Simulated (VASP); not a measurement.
**CdTe: single point with PBE**

Crystal: CdTe.

```
Cd Te
1.0
     6.62004    6.62004    6.62004
    -6.62004    6.62004   -6.62004
    -6.62004   -6.62004    6.62004
Cd Te
16 16
Direct
  0.00000 0.00000 0.00000
  0.00000 0.75000 0.25000
  0.25000 0.75000 0.00000
  0.00000 0.50000 0.50000
  0.25000 0.50000 0.25000
  0.50000 0.50000 0.00000
  0.00000 0.25000 0.75000
  0.25000 0.25000 0.50000
  0.50000 0.25000 0.25000
  0.75000 0.25000 0.00000
  0.25000 0.00000 0.75000
  0.50000 0.00000 0.50000
  0.75000 0.00000 0.25000
  0.50000 0.75000 0.75000
  0.75000 0.75000 0.50000
  0.75000 0.50000 0.75000
  0.25000 0.00000 0.00000
  0.25000 0.75000 0.25000
  0.50000 0.75000 0.00000
  0.25000 0.50000 0.50000
  0.50000 0.50000 0.25000
  0.75000 0.50000 0.00000
  0.25000 0.25000 0.75000
  0.50000 0.25000 0.50000
  0.75000 0.25000 0.25000
  0.00000 0.25000 0.00000
  0.50000 0.00000 0.75000
  0.75000 0.00000 0.50000
  0.00000 0.00000 0.25000
  0.75000 0.75000 0.75000
  0.00000 0.75000 0.50000
  0.00000 0.50000 0.75000
```

```json
{"Program": "VASP 6.6.1", "Task": "single point", "Functional": "PBE", "Potentials or basis": "VASP PAW PBE potentials, release 64 (Cd, Te)", "Cutoff": "520 eV", "k mesh": "2 × 2 × 2, shifted", "Occupations": "gaussian, width 0.02 eV", "Spin": "no spin polarisation", "Dipole correction": "no", "Further INCAR settings": "LREAL = Auto; ALGO = Normal; EDIFF = 1e-06; NBANDS = 166"}
```

```json
{
  "Pressure": "0.1 GPa",
  "Band gap on the k mesh": "2.17 eV"
}
```

Levels at points of the mesh, in eV from the valence-band top:
| k point | band 140 | band 141 | band 142 | band 143 | band 144 | band 145 | band 146 | band 147 | band 148 | band 149 |
| --- | --- | --- | --- | --- | --- | --- | --- | --- | --- | --- |
| (0.25, 0.25, 0.25) | -0.05 | -0.05 | -0.05 | -0.05 | -0.05 | 2.20 | 2.20 | 2.20 | 2.20 | 3.26 |

Run time: 21 min on 1 thread of Oxide Virtual Turin-like Processor (shared host), peak memory 1.4 GiB.

Caveat: spin-orbit coupling is left out, which moves the levels of the heavy elements; a shifted mesh leaves out Γ, where band edges can lie. A k mesh can miss the band edges.
